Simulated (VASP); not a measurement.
# Si3Br: single point with PBE

Crystal: Si3Br.

```
CELL_PARAMETERS angstrom
4.86871 0.00000 0.00000
0.00000 4.86871 0.00000
0.00000 0.00000 3.07669
ATOMIC_POSITIONS crystal
Si 0.00000 0.50000 0.50000
Si 0.50000 0.00000 0.50000
Si 0.50000 0.50000 0.00000
Br 0.00000 0.00000 0.00000
```

* Program: VASP 6.6.1
* Task: single point
* Functional: PBE
* Potentials or basis: VASP PAW PBE potentials, release 64 (Si, Br)
* Cutoff: 520 eV
* k mesh: 10 × 10 × 16
* Occupations: gaussian, width 0.1 eV
* Spin: no spin polarisation

- Pressure: 0.0 GPa
- Band gap on the k mesh: zero (an odd number of electrons rules out a gap without spin polarisation)

Levels at points of the mesh, in eV from the Fermi level:
```tsv
k point	band 6	band 7	band 8	band 9	band 10	band 11	band 12	band 13	band 14	band 15
(0.00, 0.00, 0.00)	-3.37	-2.67	-2.67	-2.33	2.41	2.94	3.79	4.59	4.59	5.23
(0.50, 0.00, 0.00)	-4.23	-2.17	-2.09	-0.17	2.61	2.77	2.85	4.08	4.79	6.25
(0.50, 0.50, 0.00)	-2.35	-2.05	-0.84	1.27	1.36	2.43	2.43	2.91	3.83	3.83
(0.00, 0.00, 0.50)	-4.89	-4.52	-2.71	-2.08	-2.08	0.51	0.51	0.82	0.93	1.96
(0.50, 0.00, 0.50)	-4.01	-3.84	-3.72	-2.07	-0.76	-0.68	-0.54	1.03	3.01	4.11
(0.50, 0.50, 0.50)	-6.42	-6.18	-5.24	-0.20	-0.20	3.09	3.50	3.65	5.24	5.26
```

It took 90 s on 1 thread of AMD EPYC 9R45 96-Core Processor (Zen 5), with other jobs on the host, peak memory 0.31 GiB.

Caveat: an odd number of electrons without spin polarisation forces a metal; a magnetic or distorted state may lie lower.
